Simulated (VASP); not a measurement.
Sb3Mo:

```
Sb Mo
1.0
     4.58041    0.00000    0.00000
     0.00000    4.58041    0.00000
     0.00000    0.00000    4.58041
Sb Mo
3 1
Direct
  0.00000 0.50000 0.50000
  0.50000 0.00000 0.50000
  0.50000 0.50000 0.00000
  0.00000 0.00000 0.00000
```

* Program: VASP 6.6.1
* Task: relaxation of cell and atoms
* Functional: PBE
* Potentials or basis: VASP PAW PBE potentials, release 64 (Sb, Mo_sv)
* Cutoff: 600 eV
* k mesh: 10 × 10 × 10
* Occupations: gaussian, width 0.1 eV
* Spin: no spin polarisation

At the start: pressure -2.7 GPa; volume 24.02 Å³/atom.

Q: Where does the relaxation end?

A: Over 3 steps the energy falls by 7.5 meV/atom and the volume is 23.18 Å³/atom (-3.5 %); space group Pm-3m (No. 221, to 0.1 Å) before and after.

The path:
```tsv
step	energy change (eV)	largest force (eV/Å)	pressure (GPa)	volume (Å³)
1	0.0000	0.0000	-2.72	96.10
2	-0.0155	0.0000	2.15	90.54
3	-0.0298	0.0000	0.00	92.73
```

Final structure:
```xyz
4
Lattice="4.5263 0.0000 0.0000 0.0000 4.5263 0.0000 0.0000 0.0000 4.5263" Properties=species:S:1:pos:R:3 pbc="T T T"
Sb    0.0000    2.2632    2.2632
Sb    2.2632    0.0000    2.2632
Sb    2.2632    2.2632    0.0000
Mo    0.0000    0.0000    0.0000
```
